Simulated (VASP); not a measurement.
Here is a VASP 6.6.1 calculation.

The input INCAR:

```
AGGAC = 1.0 ; AGGAX = 1.0
ALDAC = 0.0 ; ALDAX = 1.0
ALGO = Normal ; EDIFF = 1E-6
EDIFFG = -0.01 ; ENCUT = 600
GGA = B5 ; IBRION = 2
ISIF = 3 ; ISMEAR = -1
LASPH = T ; LCHARG = F
LREAL = F ; LWAVE = F
NELM = 60 ; NSW = 80
PREC = Accurate ; SIGMA = 0.1
```

File KPOINTS:

```
k-points
0
Gamma
  11 11 3
```

File POSCAR:

```
In
1.0
    3.3313943041      0.0000000000      0.0000000000
   -1.6656971520      2.8850720974      0.0000000000
    0.0000000000      0.0000000000     10.8803337972
In
4
Direct
    0.0000000000      0.0000000000      0.0000000000
    0.0000000000      0.0000000000      0.5000000000
    0.3333333333      0.6666666667      0.2500000000
    0.6666666667      0.3333333333      0.7500000000
```

Potentials or basis: VASP PAW PBE potentials, release 64 (In_d).

The run is started by

```sh
$ cat potpaw_PBE.64/In_d/POTCAR > POTCAR
$ mpirun -np 1 vasp_std > vasp.out
```

Q: Estimate the band gap on the k mesh.

A: Zero (bands 26 and 27 overlap by 3.97 eV).

Q: Estimate the space group after relaxing (to 0.1 Å).

A: P6_3/mmc (No. 194).

Q: Estimate the relaxed cell.

A: a = 3.535 Å, b = 3.535 Å, c = 11.491 Å, α = 90.00°, β = 90.00°, γ = 120.00°.

Q: Predict the relaxed volume.

A: 31.09 Å³/atom.

Step by step:
```
step  energy change (eV)  largest force (eV/Å)  pressure (GPa)  volume (Å³)
   1              0.0000                0.0000            6.23       104.57
   2             -0.3157                0.0000            0.73       120.72
   3             -0.3240                0.0000           -0.05       124.87
   4             -0.3241                0.0000            0.00       124.44
   5             -0.3240                0.0000            0.08       124.02
   6             -0.3241                0.0000            0.07       124.02
   7             -0.3241                0.0000            0.06       124.02
   8             -0.3241                0.0000            0.07       124.02
   9             -0.3242                0.0000            0.04       124.18
  10             -0.3242                0.0000            0.04       124.24
  11             -0.3242                0.0000            0.01       124.36
```

Caveat: the volume moved by over 15 % at a fixed basis, so the end points are rough; the PAW data sets were made with another functional, which shifts forces and pressure a little; spin-orbit coupling is left out, which moves the levels of the heavy elements.
